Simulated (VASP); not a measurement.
Wanted: the native input for a VASP 6.6.1 run.

```yaml
Task: single point
Functional: revPBE
Potentials_or_basis: VASP PAW PBE potentials, release 64 (Ti_sv)
Cutoff: 520 eV
k_mesh: 11 × 11 × 11
Occupations: fermi-dirac, width 0.05 eV
Spin: no spin polarisation
Dipole_correction: no
Further_INCAR_settings: ALGO = Fast; EDIFF = 1e-06; NBANDS = 12
```

The structure of Ti lies in POSCAR:

```
Ti
1.0
    0.0000000000      2.0704601199      2.0704601199
    2.0704601199      0.0000000000      2.0704601199
    2.0704601199      2.0704601199      0.0000000000
Ti
1
Direct
    0.0000000000      0.0000000000      0.0000000000
```

The input as run:

INCAR

```
ALGO     = Fast           # electronic algorithm
EDIFF    = 1E-6           # SCF threshold, eV
ENCUT    = 520            # plane-wave cutoff, eV
GGA      = RE             # functional
ISIF     = 2              # what is computed and relaxed
ISMEAR   = -1             # smearing method
LASPH    = True           # aspherical terms in the spheres
LCHARG   = False          # write CHGCAR
LREAL    = False          # projectors in reciprocal space
LWAVE    = False          # write WAVECAR
NBANDS   = 12             # bands
NELM     = 80             # most SCF steps
PREC     = Accurate       # precision mode
SIGMA    = 0.05           # smearing width, eV
```

KPOINTS

```
k-points
0
Gamma
  11 11 11
```

Potentials or basis: VASP PAW PBE potentials, release 64 (Ti_sv).

Run with:

```sh
$ cat potpaw_PBE.64/Ti_sv/POTCAR > POTCAR
$ mpirun -np 1 vasp_std > vasp.out
```

Results of the run:

```json
{
  "Pressure": "-0.4 GPa",
  "Band gap on the k mesh": "zero (band 6 reaches 8.95 eV, above the bottom of band 7 at 7.81 eV)"
}
```

Caveat: the PAW data sets were made with another functional, which shifts forces and pressure a little.

It took 14 s on 1 thread of AMD EPYC 9R45 96-Core Processor (Zen 5), on a shared host, peak memory 0.11 GiB.
